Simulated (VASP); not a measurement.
Here is a VASP 6.6.1 calculation.

File POSCAR:

```
Cu
1.0
    2.4602927548      0.0000000000      0.0000000000
    0.0000000000      2.4602927548      0.0000000000
    0.0000000000      0.0000000000      2.4602927548
Cu
1
Direct
    0.0000000000      0.0000000000      0.0000000000
```

File INCAR.step1:

```
SYSTEM = Cu
  PREC = Accurate
  ENCUT = 520
  ISMEAR = -1
  SIGMA = 0.1
  LREAL = .False.
  LASPH = .True.
  NELM = 80
  NBANDS = 12
  GGA = PE
  ALGO = Normal
  EDIFF = 1E-4
  LWAVE = .True.
  LCHARG = .False.
```

Contents of INCAR.step2:

```
SYSTEM = Cu
  PREC = Accurate
  ENCUT = 520
  EDIFF = 1E-6
  ISMEAR = -1
  SIGMA = 0.1
  LREAL = .False.
  LASPH = .True.
  NELM = 80
  ALGO = Normal
  ISIF = 2
  LWAVE = .False.
  LCHARG = .True.
  METAGGA = R2SCAN
  LMIXTAU = .True.
  LELF = .True.
  LVHAR = .True.
  NBANDS = 12
  ISTART = 1
```

KPOINTS

```
Automatic mesh
0
Gamma
  15 15 15
  0 0 0
```

Potentials or basis: VASP PAW PBE potentials, release 64 (Cu).

Run with:

```bash
$ cat potpaw_PBE.64/Cu/POTCAR > POTCAR
$ cp INCAR.step1 INCAR
$ mpirun -np 1 vasp_std > vasp.out
$ cp INCAR.step2 INCAR
$ mpirun -np 1 vasp_std > vasp.out
```

Estimate the pressure.

-9.8 GPa.

Caveat: the PAW data sets were made with another functional, which shifts forces and pressure a little.
